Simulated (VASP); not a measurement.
# NbRe3Pd (Pm-3m) in VASP: a series of runs

NbRe3Pd is run at these levels: PBE; tasks: single point.

All numbers are computed with VASP 6.6.1; they aren't measurements. Logs are shortened: lines on timing, memory, paths and dates and some standing lists are left out, and cuts for length are marked.

**1. The cell of the first run**

It takes space group Pm-3m (No. 221, cubic). The conventional cell has a = 4.109 Å, b = 4.109 Å, c = 4.109 Å, α = 90.00°, β = 90.00°, γ = 90.00°. Within 3.8 Å of Nb (site symmetry m-3m) lie 12 Re at 2.91 Å and 8 Pd at 3.56 Å. Re (site symmetry 4/mmm) has 2 Pd at 2.05 Å within 2.7 Å. Pd (site symmetry m-3m) has 6 Re at 2.05 Å within 2.7 Å.

**2. Single point, PBE**

Contents of INCAR:

```
  ALGO = Normal
  EDIFF = 1E-6
  ENCUT = 520
  GGA = PE
  ISIF = 2
  ISMEAR = 0
  LASPH = T
  LCHARG = T
  LELF = T
  LREAL = F
  LVHAR = T
  LWAVE = F
  NBANDS = 30
  NELM = 60
  PREC = Accurate
  SIGMA = 0.1
```

Contents of KPOINTS:

```
k-points
0
Gamma
  4 4 4
```

Contents of POSCAR:

```
NbRe3Pd
1.0
    4.1089328624      0.0000000000      0.0000000000
    0.0000000000      4.1089328624      0.0000000000
    0.0000000000      0.0000000000      4.1089328624
Nb Re Pd
1 3 1
Direct
    0.0000000000      0.0000000000      0.0000000000
    0.0000000000      0.5000000000      0.5000000000
    0.5000000000      0.0000000000      0.5000000000
    0.5000000000      0.5000000000      0.0000000000
    0.5000000000      0.5000000000      0.5000000000
```

Potentials or basis: VASP PAW PBE potentials, release 64 (Nb_sv, Re, Pd).

Launch:

```sh
cat potpaw_PBE.64/Nb_sv/POTCAR potpaw_PBE.64/Re/POTCAR potpaw_PBE.64/Pd/POTCAR > POTCAR
mpirun -np 1 vasp_std > vasp.out
```

OUTCAR:

```text
EDIFF = 1E-6
   ENCUT = 520
   GGA = PE
   ISIF = 2
   ISMEAR = 0
   LASPH = T
   LREAL = F
   NELM = 60
   PREC = Accurate

 ion  position               nearest neighbor table
   1  0.000  0.000  0.000-   2 2.91   3 2.91   4 2.91   2 2.91   3 2.91   2 2.91   4 2.91   2 2.91
                             3 2.91   4 2.91   3 2.91   4 2.91
   2  0.000  0.500  0.500-   5 2.05   5 2.05   4 2.91   1 2.91   1 2.91   4 2.91   1 2.91   3 2.91
                             1 2.91   3 2.91   4 2.91   3 2.91   4 2.91   3 2.91
   3  0.500  0.000  0.500-   5 2.05   5 2.05   4 2.91   1 2.91   1 2.91   4 2.91   2 2.91   4 2.91
                             2 2.91   4 2.91   1 2.91   2 2.91   1 2.91   2 2.91
   4  0.500  0.500  0.000-   5 2.05   5 2.05   3 2.91   1 2.91   2 2.91   3 2.91   2 2.91   1 2.91
                             3 2.91   3 2.91   1 2.91   2 2.91   2 2.91   1 2.91
   5  0.500  0.500  0.500-   2 2.05   3 2.05   4 2.05   4 2.05   3 2.05   2 2.05

  LATTYP: Found a simple cubic cell.
 ALAT       =     4.1089328624

  Lattice vectors:

 A1 = (   4.1089328624,   0.0000000000,   0.0000000000)
 A2 = (   0.0000000000,   4.1089328624,   0.0000000000)
 A3 = (   0.0000000000,   0.0000000000,   4.1089328624)

Analysis of symmetry for initial positions (statically):
=====================================================================
 Subroutine PRICEL returns:
 Original cell was already a primitive cell.

 Routine SETGRP: Setting up the symmetry group for a
 simple cubic supercell.

 Subroutine GETGRP returns: Found 48 space group operations
 (whereof 48 operations were pure point group operations)
 out of a pool of 48 trial point group operations.

The static configuration has the point symmetry O_h .

Analysis of symmetry for dynamics (positions and initial velocities):
=====================================================================
 Subroutine PRICEL returns:
 Original cell was already a primitive cell.

 Routine SETGRP: Setting up the symmetry group for a
 simple cubic supercell.

 Subroutine GETGRP returns: Found 48 space group operations
 (whereof 48 operations were pure point group operations)
 out of a pool of 48 trial point group operations.

The dynamic configuration has the point symmetry O_h .

 Subroutine INISYM returns: Found 48 space group operations
 (whereof 48 operations are pure point group operations),
 and found     1 'primitive' translations

----------------------------------------------------------------------------------------

[... 85 lines left out ...]
   EDIFFG = 0.1E-04   stopping-criterion for IOM
   NSW    =      0    number of steps for IOM
   IBRION =     -1    ionic relax: 0-MD 1-quasi-New 2-CG
   NFREE  =      0    steps in history (QN), initial steepest desc. (CG)
   ISIF   =      2    stress and relaxation
   ISYM   =      2    0-nonsym 1-usesym 2-fastsym
   POTIM  = 0.5000    time-step for ionic-motion
   TEBEG  =    0.0;   TEEND  =   0.0 temperature during run
   PSTRESS=    0.0 pullay stress
   NELECT =      44.0000    total number of electrons
   NUPDOWN=      -1.0000    fix difference up-down
   EMIN   =  10.00;   EMAX   =-10.00  energy-range for DOS
   EFERMI =   0.00;   METHOD = LEGACY
   ISMEAR =     0;   SIGMA  =   0.10  broadening in eV -4-tet -1-fermi 0-gaus
   EFERMI_NEDOS =   21; number of points for ismear=-14 and -15
   IALGO  =     38    algorithm
   IMIX   =      4    mixing-type and parameters
     AMIX     =   0.40;   BMIX     =  1.00
     AMIX_MAG =   1.60;   BMIX_MAG =  1.00
  volume/ion in A,a.u.               =      13.87        93.63
  Fermi-wavevector in a.u.,A,eV,Ry     =   1.406576  2.658044 26.918546  1.978457
  Thomas-Fermi vector in A             =   2.528923
   LORBIT       =      0    0 simple, 1 ext, 2 COOP (PROOUT), +10 PAW based schemes
   GGA     = PE    functional components
   LHFCALC =     F    Hartree Fock is set to
   AEXX    =    0.0000 exact exchange contribution
   IVDW    =     0    specifies the selected vdW correction
   LEPSILON=     F    determine dielectric tensor
   LRPA    =     F    only Hartree local field effects (RPA)
 non-spin polarized calculation
 Gauss-broadening in eV      SIGMA  =   0.10
  energy-cutoff  :      520.00
  volume of cell :       69.37
 maximum number of plane-waves:      1888
 NGX is ok and might be reduce to    32
   NGX = 15   NGY = 15   NGZ = 15

 number of electron      44.0000001 magnetization

 Free energy of the ion-electron system (eV)
  ---------------------------------------------------
  ext. energy  EPLUGINS =         0.00000000
  ---------------------------------------------------
  free energy    TOTEN  =       -32.04846267 eV

  energy without entropy =      -31.98506673  energy(sigma->0) =      -32.01676470

 E-fermi :  11.2310     XC(G=0): -13.7853

 val. band max:       11.2241525167   @ k =   0.5000   0.2500   0.0000
 cond. band min:      11.2485631694   @ k =   0.5000   0.2500   0.0000
 fundamental gap:      0.0244106527
 Fermi energy:        11.2310221033

 k-point     1 :       0.0000    0.0000    0.0000
  band No.  band energies     occupation
      1     -43.4232      2.00000
      2     -19.4997      2.00000
      3     -19.4997      2.00000
      4     -19.4997      2.00000
      5      -0.0896      2.00000
      6      -0.0896      2.00000
[... 319 lines left out ...]
     29      13.6674      0.00000
     30      13.6715      0.00000

------------------------ aborting loop because EDIFF is reached ----------------------------------------

  FORCE on cell =-STRESS in cart. coord.  units (eV):
  Direction    XX          YY          ZZ          XY          YZ          ZX
  --------------------------------------------------------------------------------------
  -------------------------------------------------------------------------------------
  Total       58.8267718     58.8267718     58.8267718      0.0000000      0.0000000      0.0000000
  in kB     1358.6214391   1358.6214391   1358.6214391      0.0000000      0.0000000      0.0000000
  external PRESSURE =    1358.6214391 kB  Pullay stress =       0.0000000 kB

 VOLUME and BASIS-vectors are now :
 -----------------------------------------------------------------------------
  energy-cutoff  :      520.00
  volume of cell :       69.37
      direct lattice vectors                 reciprocal lattice vectors
     4.108932862  0.000000000  0.000000000     0.243372193  0.000000000  0.000000000
     0.000000000  4.108932862  0.000000000     0.000000000  0.243372193  0.000000000
     0.000000000  0.000000000  4.108932862     0.000000000  0.000000000  0.243372193

 POSITION                                       TOTAL-FORCE (eV/Angst)
 -----------------------------------------------------------------------------------
      0.00000      0.00000      0.00000         0.000000      0.000000      0.000000
      0.00000      2.05447      2.05447         0.000000      0.000000      0.000000
      2.05447      0.00000      2.05447         0.000000      0.000000      0.000000
      2.05447      2.05447      0.00000         0.000000      0.000000      0.000000
      2.05447      2.05447      2.05447         0.000000      0.000000      0.000000
 -----------------------------------------------------------------------------------
    total drift:                                0.000000     -0.000000     -0.000000

  FREE ENERGIE OF THE ION-ELECTRON SYSTEM (eV)
  ---------------------------------------------------
  free  energy   TOTEN  =       -32.0484626670 eV

  energy  without entropy=      -31.9850667316  energy(sigma->0) =      -32.01676470
```

OSZICAR:

```text
N       E                     dE             d eps       ncg     rms          rms(c)
DAV:   1     0.340663209920E+03    0.34066E+03   -0.22516E+04  1200   0.182E+03
DAV:   2    -0.488238037919E+01   -0.34555E+03   -0.33097E+03  1112   0.660E+02
DAV:   3    -0.308856366645E+02   -0.26003E+02   -0.23724E+02  1200   0.189E+02
DAV:   4    -0.342018544089E+02   -0.33162E+01   -0.30424E+01  1200   0.364E+01
DAV:   5    -0.348285533088E+02   -0.62670E+00   -0.59310E+00  1168   0.187E+01    0.751E+01
DAV:   6    -0.328788655706E+02    0.19497E+01   -0.55104E+00  1168   0.197E+01    0.451E+01
DAV:   7    -0.327588774884E+02    0.11999E+00   -0.73935E+00  1184   0.418E+01    0.862E+00
DAV:   8    -0.320466983882E+02    0.71218E+00   -0.29085E+00  1176   0.264E+01    0.270E+00
DAV:   9    -0.320547962250E+02   -0.80978E-02   -0.29999E-01  1176   0.474E+00    0.165E+00
DAV:  10    -0.320491160101E+02    0.56802E-02   -0.68814E-02  1128   0.236E+00    0.720E-01
DAV:  11    -0.320487012344E+02    0.41478E-03   -0.14706E-02  1080   0.129E+00    0.172E-01
DAV:  12    -0.320484746598E+02    0.22657E-03   -0.29057E-03  1192   0.673E-01    0.595E-02
DAV:  13    -0.320484541538E+02    0.20506E-04   -0.34654E-04  1112   0.196E-01    0.262E-02
DAV:  14    -0.320484599780E+02   -0.58242E-05   -0.68112E-05  1160   0.604E-02    0.159E-02
DAV:  15    -0.320484625311E+02   -0.25531E-05   -0.16645E-05   832   0.221E-02    0.234E-03
DAV:  16    -0.320484626670E+02   -0.13598E-06   -0.39764E-06   632   0.162E-02
   1 F= -.32048463E+02 E0= -.32016765E+02  d E =-.633959E-01
```

Run time: 17 s. Hardware: 1 thread of AMD EPYC 9R45 (Zen 5), shared host; peak memory 0.15 GiB.

What came out:

* Free energy: -32.0485 eV
* Pressure: 135.9 GPa
* Band gap on the k mesh: zero (bands 22 and 23 overlap by 2.09 eV)

Caveat: the k points lie up to 0.38 Å⁻¹ apart, too coarse for converged energies and pressures of a metal; spin-orbit coupling is left out, which moves the levels of the heavy elements.

**3. Single point, PBE**

This run uses another cell than the first one, of 19.77 Å³/atom.

Contents of INCAR:

```
ALGO     = Normal         # electronic algorithm
EDIFF    = 1E-6           # SCF threshold, eV
ENCUT    = 520            # plane-wave cutoff, eV
GGA      = PE             # functional
ISIF     = 2              # what is computed and relaxed
ISMEAR   = 0              # smearing method
LASPH    = T              # aspherical terms in the spheres
LCHARG   = F              # write CHGCAR
LREAL    = F              # projectors in reciprocal space
LWAVE    = F              # write WAVECAR
NBANDS   = 30             # bands
NELM     = 100            # most SCF steps
PREC     = Accurate       # precision mode
SIGMA    = 0.1            # smearing width, eV
```

KPOINTS is that of step 2.

POSCAR: that of step 2 with these lines changed.

```diff
@@ -2,5 +2,5 @@
 1.0
-    4.1089328624      0.0000000000      0.0000000000
-    0.0000000000      4.1089328624      0.0000000000
-    0.0000000000      0.0000000000      4.1089328624
+    4.6240181492      0.0000000000      0.0000000000
+    0.0000000000      4.6240181492      0.0000000000
+    0.0000000000      0.0000000000      4.6240181492
 Nb Re Pd
```

Potentials or basis: VASP PAW PBE potentials, release 64 (Nb_sv, Re, Pd).

Launch:

```sh
cat potpaw_PBE.64/Nb_sv/POTCAR potpaw_PBE.64/Re/POTCAR potpaw_PBE.64/Pd/POTCAR > POTCAR
mpirun -np 1 vasp_std > vasp.out
```

OUTCAR:

```text
EDIFF = 1E-6
   ENCUT = 520
   GGA = PE
   ISIF = 2
   ISMEAR = 0
   LASPH = T
   LREAL = F
   NELM = 100
   PREC = Accurate

 ion  position               nearest neighbor table
   1  0.000  0.000  0.000-
   2  0.000  0.500  0.500-   5 2.31   5 2.31   3 3.27   4 3.27   3 3.27   3 3.27   4 3.27   4 3.27
                             4 3.27   3 3.27
   3  0.500  0.000  0.500-   5 2.31   5 2.31   2 3.27   4 3.27   2 3.27   4 3.27   4 3.27   4 3.27
                             2 3.27   2 3.27
   4  0.500  0.500  0.000-   5 2.31   5 2.31   2 3.27   2 3.27   3 3.27   3 3.27   3 3.27   3 3.27
                             2 3.27   2 3.27
   5  0.500  0.500  0.500-   2 2.31   3 2.31   4 2.31   4 2.31   3 2.31   2 2.31

  LATTYP: Found a simple cubic cell.
 ALAT       =     4.6240181492

  Lattice vectors:

 A1 = (   4.6240181492,   0.0000000000,   0.0000000000)
 A2 = (   0.0000000000,   4.6240181492,   0.0000000000)
 A3 = (   0.0000000000,   0.0000000000,   4.6240181492)

Analysis of symmetry for initial positions (statically):
[... 165 lines left out ...]
 E-fermi :   6.6276     XC(G=0): -11.8681

 val. band max:        6.6275878212   @ k =   0.5000   0.2500   0.0000
 cond. band min:       6.6294395780   @ k =   0.5000   0.2500   0.0000
 fundamental gap:      0.0018517568
 Fermi energy:         6.6276184162

 k-point     1 :       0.0000    0.0000    0.0000
  band No.  band energies     occupation
      1     -48.9524      2.00000
      2     -24.8862      2.00000
      3     -24.8862      2.00000
      4     -24.8862      2.00000
      5      -1.4854      2.00000
      6      -1.2063      2.00000
[... 319 lines left out ...]
     29       7.9896      0.00000
     30       7.9924      0.00000

------------------------ aborting loop because EDIFF is reached ----------------------------------------

  FORCE on cell =-STRESS in cart. coord.  units (eV):
  Direction    XX          YY          ZZ          XY          YZ          ZX
  --------------------------------------------------------------------------------------
  -------------------------------------------------------------------------------------
  Total       -0.7486153     -0.7486153     -0.7486153      0.0000000      0.0000000     -0.0000000
  in kB      -12.1313943    -12.1313943    -12.1313943      0.0000000      0.0000000     -0.0000000
  external PRESSURE =     -12.1313943 kB  Pullay stress =       0.0000000 kB

 VOLUME and BASIS-vectors are now :
 -----------------------------------------------------------------------------
  energy-cutoff  :      520.00
  volume of cell :       98.87
      direct lattice vectors                 reciprocal lattice vectors
     4.624018149  0.000000000  0.000000000     0.216262127  0.000000000  0.000000000
     0.000000000  4.624018149  0.000000000     0.000000000  0.216262127  0.000000000
     0.000000000  0.000000000  4.624018149     0.000000000  0.000000000  0.216262127

 POSITION                                       TOTAL-FORCE (eV/Angst)
 -----------------------------------------------------------------------------------
      0.00000      0.00000      0.00000         0.000000      0.000000      0.000000
      0.00000      2.31201      2.31201         0.000000      0.000000      0.000000
      2.31201      0.00000      2.31201         0.000000      0.000000      0.000000
      2.31201      2.31201      0.00000         0.000000      0.000000      0.000000
      2.31201      2.31201      2.31201         0.000000      0.000000      0.000000
 -----------------------------------------------------------------------------------
    total drift:                                0.000000      0.000000      0.000000

  FREE ENERGIE OF THE ION-ELECTRON SYSTEM (eV)
  ---------------------------------------------------
  free  energy   TOTEN  =       -41.0706682391 eV

  energy  without entropy=      -40.9934825224  energy(sigma->0) =      -41.03207538
```

stdout:

```text
POSCAR found type information on POSCAR NbRePd
 POSCAR found :  3 types and       5 ions
 scaLAPACK will be used
 LDA part: xc-table for (Slater+PW92), standard interpolation
 POSCAR, INCAR and KPOINTS ok, starting setup
 FFT: planning ... GRIDC
 FFT: planning ... GRID_SOFT
 FFT: planning ... GRID
 WAVECAR not read
 entering main loop
```

Wall time 30 s (1 thread of AMD EPYC 9R45 (Zen 5), shared host); peak memory 0.19 GiB.

Results:

* Free energy: -41.0707 eV
* Pressure: -1.2 GPa
* Band gap on the k mesh: zero (bands 22 and 23 overlap by 1.18 eV)

Caveat: spin-orbit coupling is left out, which moves the levels of the heavy elements.
